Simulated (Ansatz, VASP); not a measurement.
**LiAl5B: VASP beside Ansatz**

```
CELL_PARAMETERS angstrom
3.17316 1.83202 3.39426
-3.17316 1.83202 3.39426
0.00000 -3.66405 3.39426
ATOMIC_POSITIONS crystal
Li 0.50000 0.50000 0.50000
Al 0.84826 0.84826 0.84826
Al 0.15174 0.15174 0.15174
Al 0.50000 0.50000 0.00000
Al 0.00000 0.50000 0.50000
Al 0.50000 0.00000 0.50000
B 0.00000 0.00000 0.00000
```

Alike in both runs: task relaxation of cell and atoms; functional PBE; k mesh 6 × 6 × 6; occupations gaussian, width 0.1 eV; no spin polarisation.

|  | VASP | Ansatz |
| --- | --- | --- |
| version | VASP 6.6.1 | Ansatz 0.2.0 |
| potentials or method | VASP PAW PBE potentials, release 64 (Li_sv, Al, B), cutoff 750 eV | scalar-relativistic, plane waves, PAW |
| valence electrons in the cell | 21 | 21 |

```tsv
	VASP	Ansatz	Ansatz less VASP
gap on the k mesh at the Fermi level, each at its own relaxed structure (eV)	none	none	-
relaxed volume (Å³/atom)	15.39	15.38	-0.011
relaxed length of the cell vector where the two differ most in proportion (Å)	5.499	5.490	-0.0087
```

A gap of «none» marks a metal or a gap that the smearing closes.
